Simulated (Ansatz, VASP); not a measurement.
One calculation of MgO, two programs

INCAR

```
ALGO = Normal ; EDIFF = 1E-6
ENCUT = 750 ; GGA = CA
GGA_COMPAT = F ; ISIF = 2
ISMEAR = 0 ; LASPH = T
LCHARG = F ; LREAL = F
LWAVE = F ; NBANDS = 15
NELM = 120 ; PREC = Accurate
SIGMA = 0.05
```

File KPOINTS:

```
k-points
0
Gamma
  10 10 10
```

POSCAR

```
MgO
1.0
    0.0000000000      2.1351500000      2.1351500000
    2.1351500000      0.0000000000      2.1351500000
    2.1351500000      2.1351500000      0.0000000000
Mg O
1 1
Direct
    0.0000000000      0.0000000000      0.0000000000
    0.5000000000      0.5000000000      0.4531648830
```

Input for Ansatz:

```yaml
crystal:
  lattice:
    - [0.0, 2.13515, 2.13515]
    - [2.13515, 0.0, 2.13515]
    - [2.13515, 2.13515, 0.0]
  atoms:
    - { symbol: Mg, position: [0.0, 0.0, 0.0] }
    - { symbol: O, position: [0.5, 0.5, 0.453164883] }
basis:
  ecutwfc: 420
kpoints:
  mp_grid: { grid: [10, 10, 10] }
hamiltonian:
  xc: lda
scf:
  occupations: { method: gaussian, width: 0.05 }
output:
  forces: true
  stress: true
  eigenvalues: true
```

Alike in both runs: task single point; functional LDA; k mesh 10 × 10 × 10; occupations gaussian, width 0.05 eV; no spin polarisation.

|  | VASP | Ansatz |
| --- | --- | --- |
| version | VASP 6.6.1 | Ansatz 0.2.0 |
| potentials or method | VASP PAW LDA potentials, release 64 (Mg_sv, O), cutoff 750 eV | scalar-relativistic, plane waves, PAW |
| valence electrons in the cell | 16 | 16 |

```csv
,VASP,Ansatz,Ansatz less VASP
gap on the k mesh at the Fermi level (eV),4.28,4.26,-0.017
least direct gap on the mesh (eV),4.28,4.26,-0.017
pressure (GPa),-10.0,-10.0,+0.08
"traceless stress, the component that is largest in VASP (GPa)",-1.96,-1.91,+0.051
rms of the force components (eV/Å),0.346,0.334,-0.0119
```

LDA's correlation is that of Perdew and Zunger in VASP and of Perdew and Wang (1992) in Ansatz. Atom by atom the forces differ by 0.012 eV/Å (rms over components).
